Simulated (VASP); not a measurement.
A run of VASP 6.6.1 is set up as follows.

File INCAR:

```
SYSTEM = Ga2SiS
ALGO = Normal ; EDIFF = 1E-6
EDIFFG = -0.04 ; ENCUT = 600
GGA = PE ; IBRION = 2
ISIF = 3 ; ISMEAR = 0
LASPH = .True. ; LCHARG = .False.
LREAL = .False. ; LWAVE = .False.
NELM = 80 ; NSW = 90
PREC = Accurate ; SIGMA = 0.1
```

Contents of KPOINTS:

```
k-points
0
Gamma
  6 6 4
  0 0 0
```

POSCAR

```
Ga2SiS
1.0
    2.5867484612     -2.6628889375      0.0000000000
    2.5867484612      2.6628889375      0.0000000000
    0.0000000000      0.0000000000      5.2971847030
Ga Si S
2 1 1
Direct
    0.0000000000      0.0000000000      0.5000000000
    0.5000000000      0.5000000000      0.5000000000
    0.0000000000      0.0000000000      0.0000000000
    0.5000000000      0.5000000000      0.0000000000
```

Potentials or basis: VASP PAW PBE potentials, release 64 (Ga_d, Si, S).

Command:

```console
$ cat potpaw_PBE.64/Ga_d/POTCAR potpaw_PBE.64/Si/POTCAR potpaw_PBE.64/S/POTCAR > POTCAR
$ mpirun -np 1 vasp_std > vasp.out
```

(1) What does it give for the band gap on the k mesh?

(2) What does it give for the space group after relaxing (to 0.1 Å)?

(3) Predict the relaxed volume.

Results:

(1) zero (bands 18 and 19 overlap by 3.61 eV).

(2) P4/mmm (No. 123).

(3) 18.28 Å³/atom.
